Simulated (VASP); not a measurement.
The system is LuHfO.

```
Lu Hf O
1.0
     4.06218    0.00000    0.00000
    -2.03109    3.51795    0.00000
     0.00000    0.00000    4.47817
Lu Hf O
1 1 1
Direct
  0.00000 0.00000 0.50000
  0.33333 0.66667 0.50000
  0.66667 0.33333 0.00000
```

The cell was built from a structure type or drawn by symmetry, and may not be a known phase.

- Program: VASP 6.6.1
- Task: relaxation of cell and atoms
- Functional: PBE
- Potentials or basis: VASP PAW PBE potentials, release 64 (Lu, Hf_pv, O)
- Cutoff: 600 eV
- k mesh: 6 × 6 × 4
- Occupations: gaussian, width 0.1 eV
- Spin: no spin polarisation

At the start: pressure 9.6 GPa; volume 21.33 Å³/atom.

Q: Where does the relaxation end?

A: Over 12 steps the energy falls by 1611.9 meV/atom and the volume is 20.03 Å³/atom (-6.1 %); space group P-6m2 (No. 187, to 0.1 Å) before and after.

The path:
| step | energy change (eV) | largest force (eV/Å) | pressure (GPa) | volume (Å³) |
| --- | --- | --- | --- | --- |
| 1 | 0.0000 | 0.0000 | 9.63 | 64.00 |
| 2 | -3.2942 | 0.0000 | -2.22 | 74.42 |
| 3 | -3.8591 | 0.0000 | -7.39 | 77.94 |
| 4 | -3.9497 | 0.0000 | -8.38 | 78.80 |
| 5 | -4.7417 | 0.0000 | -3.98 | 64.88 |
| 6 | -4.7417 | 0.0000 | -3.94 | 64.83 |
| 7 | -4.8257 | 0.0000 | 1.04 | 58.97 |
| 8 | -4.8351 | 0.0000 | -0.28 | 60.33 |
| 9 | -4.8351 | 0.0000 | -0.18 | 60.42 |
| 10 | -4.8106 | 0.0000 | -2.25 | 62.61 |
| 11 | -4.8350 | 0.0000 | -0.45 | 60.50 |
| 12 | -4.8357 | 0.0000 | -0.12 | 60.10 |

Final structure:
```
Lu Hf O
1.0
     4.87494    0.00000    0.00000
    -2.43747    4.22182    0.00000
     0.00000    0.00000    2.92000
Lu Hf O
1 1 1
Direct
  0.00000 0.00000 0.50000
  0.33333 0.66667 0.50000
  0.66667 0.33333 0.00000
```

Caveat: a cell axis changed by over 15 % at a fixed basis, so the end point is rough; an odd number of electrons without spin polarisation forces a metal; a magnetic or distorted state may lie lower.
